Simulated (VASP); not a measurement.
Here is a VASP 6.6.1 calculation.

Contents of INCAR:

```
ALGO = Normal ; EDIFF = 1E-7
ENCUT = 520 ; GGA = PE
ISIF = 2 ; ISMEAR = 0
LASPH = T ; LCHARG = F
LREAL = F ; LWAVE = F
NBANDS = 13 ; NELM = 60
PREC = Accurate ; SIGMA = 0.1
```

The input KPOINTS:

```
k-points
0
Gamma
  4 6 6
```

File POSCAR:

```
AlH5
1.0
    4.6218896932      0.0000000000      0.0000000000
    0.0000000000      3.2641318110      1.8327344813
    0.0000000000     -3.2641318110      1.8327344813
Al H
1 5
Direct
    0.0000000000      0.5420430951      0.5420430951
    0.4124982764      0.3873131829      0.7045222931
    0.5875017236      0.7045222931      0.3873131829
    0.4124982764      0.7045222931      0.3873131829
    0.5875017236      0.3873131829      0.7045222931
    0.0000000000      1.0431386330      1.0431386330
```

Potentials or basis: VASP PAW PBE potentials, release 64 (Al, H).

Command:

```console
$ cat potpaw_PBE.64/Al/POTCAR potpaw_PBE.64/H/POTCAR > POTCAR
$ mpirun -np 1 vasp_std > vasp.out
```

Question: What does it give for the band gap on the k mesh?

Answer: Zero (bands 4 and 5 overlap by 2.15 eV).

Question: Estimate the largest force.

Answer: 0.032 eV/Å.

Question: What does it give for the pressure?

Answer: -0.2 GPa.

Forces in eV/Å, atoms in the order of the input:
```
Al   0.000  0.000  0.019
H   -0.017 -0.026 -0.002
H    0.017  0.026 -0.002
H   -0.017  0.026 -0.002
H    0.017 -0.026 -0.002
H    0.000  0.000 -0.010
```
